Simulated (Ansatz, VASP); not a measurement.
One calculation of C, two programs

```
C
1.0
     6.23821    0.00000    0.00000
     0.00000    6.23821    0.00000
     0.00000    0.00000    2.50676
C
8
Cartesian
  1.3974 5.8651 1.2534
  4.8408 5.8651 0.0000
  4.8408 0.3732 1.2534
  5.8651 4.8408 0.0000
  5.8651 1.3974 1.2534
  1.3974 0.3732 0.0000
  0.3732 1.3974 0.0000
  0.3732 4.8408 1.2534
```

Alike in both runs: functional PBE; k mesh 4 × 4 × 6; occupations gaussian, width 0.1 eV; no spin polarisation.

Ansatz relaxed the structure, and its values are those at the end. VASP's run is a single point on that final structure, the one shown.

```csv
,VASP,Ansatz
version,VASP 6.6.1,Ansatz 0.2.0
potentials or method,"VASP PAW PBE potentials, release 64 (C), cutoff 520 eV","scalar-relativistic, plane waves, PAW"
valence electrons in the cell,32,32
```

|  | VASP | Ansatz | Ansatz less VASP |
| --- | --- | --- | --- |
| gap on the k mesh at the Fermi level (eV) | none | none | - |
| pressure (GPa) | 0.5 | 0.0 | -0.42 |
| rms of the force components (eV/Å) | 0.028 | 0.002 | -0.0254 |

A gap of «none» marks a metal or a gap that the smearing closes.

The k mesh is coarse, so the values compare programs but aren't converged.
